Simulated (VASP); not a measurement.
Write the native input for VASP 6.6.1 that does the following.

| Property | Result |
| --- | --- |
| Task | single point |
| Functional | PBEsol |
| Potentials or basis | VASP PAW PBE potentials, release 64 (Sb) |
| Cutoff | 520 eV |
| k mesh | 6 × 6 × 6 |
| Occupations | gaussian, width 0.15 eV |
| Spin | no spin polarisation |
| Dipole correction | no |
| Further INCAR settings | ALGO = Normal; EDIFF = 1e-06; NBANDS = 8 |

The structure of Sb lies in POSCAR:

```
Sb
1.0
    3.8973370000      0.0000000000      0.0000000000
    0.0000000000      3.8973370000      0.0000000000
    0.0000000000      0.0000000000      3.8973370000
Sb
1
Direct
    0.0000000000      0.0000000000      0.0000000000
```

One way to write it, as run:

INCAR

```
SYSTEM = Sb
  ALGO = Normal
  EDIFF = 1E-6
  ENCUT = 520
  GGA = PS
  ISIF = 2
  ISMEAR = 0
  LASPH = .True.
  LCHARG = .True.
  LELF = .True.
  LREAL = .False.
  LVHAR = .True.
  LWAVE = .False.
  NBANDS = 8
  NELM = 60
  PREC = Accurate
  SIGMA = 0.15
```

KPOINTS

```
k-points
0
Gamma
  6 6 6
  0 0 0
```

Potentials or basis: VASP PAW PBE potentials, release 64 (Sb).

Command:

```console
$ cat potpaw_PBE.64/Sb/POTCAR > POTCAR
$ mpirun -np 1 vasp_std > vasp.out
```

Results of the run:

* Pressure: -8.5 GPa

Caveat: the PAW data sets were made with another functional, which shifts forces and pressure a little.

Wall time 9.5 s on 1 thread of Intel Xeon 8259CL, on a shared host, peak memory 0.16 GiB.
